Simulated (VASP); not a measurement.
P:

```
CELL_PARAMETERS angstrom
-2.83778 2.83778 1.96499
2.83778 -2.83778 1.96499
2.83778 2.83778 -1.96499
ATOMIC_POSITIONS crystal
P 0.00000 0.00000 0.00000
P 0.75000 0.25000 0.50000
P 0.37500 0.62500 0.75000
P 0.37500 0.12500 0.75000
P 0.37500 0.62500 0.25000
P 0.87500 0.62500 0.25000
```

* Program: VASP 6.6.1
* Task: relaxation of cell and atoms
* Functional: PBE
* Potentials or basis: VASP PAW PBE potentials, release 64 (P)
* Cutoff: 600 eV
* k mesh: 6 × 6 × 6
* Occupations: gaussian, width 0.1 eV
* Spin: no spin polarisation

At the start: pressure 85.8 GPa; volume 10.55 Å³/atom.

Problem. How do energy, volume and symmetry change on relaxing?

Solution. Over 7 steps the energy falls by 952.5 meV/atom and the volume is 15.16 Å³/atom (+43.7 %); space group I4_1/amd (No. 141, to 0.05 Å).

The path:
| step | energy change (eV) | largest force (eV/Å) | pressure (GPa) | volume (Å³) |
| --- | --- | --- | --- | --- |
| 1 | 0.0000 | 0.0000 | 85.75 | 63.30 |
| 2 | -2.8697 | 0.0000 | -16.65 | 129.89 |
| 3 | -5.6973 | 0.0000 | -1.17 | 92.57 |
| 4 | -5.6992 | 0.0000 | -0.46 | 91.91 |
| 5 | -5.7142 | 0.0000 | -0.39 | 91.46 |
| 6 | -5.7144 | 0.0000 | -0.38 | 91.41 |
| 7 | -5.7148 | 0.0000 | 0.11 | 90.96 |

Final structure:
```cif
data_structure
_symmetry_space_group_name_H-M 'P 1'
_symmetry_Int_Tables_number 1
_cell_length_a 4.9930
_cell_length_b 4.9930
_cell_length_c 4.9930
_cell_angle_alpha 102.631
_cell_angle_beta 102.631
_cell_angle_gamma 124.240
_cell_volume 90.96
loop_
_atom_site_label
_atom_site_type_symbol
_atom_site_fract_x
_atom_site_fract_y
_atom_site_fract_z
_atom_site_occupancy
P1 P 0.00000 0.00000 0.00000 1
P2 P 0.75000 0.25000 0.50000 1
P3 P 0.37500 0.62500 0.75000 1
P4 P 0.37500 0.12500 0.75000 1
P5 P 0.37500 0.62500 0.25000 1
P6 P 0.87500 0.62500 0.25000 1
```

Caveat: the volume moved by over 15 % at a fixed basis, so the end points are rough.
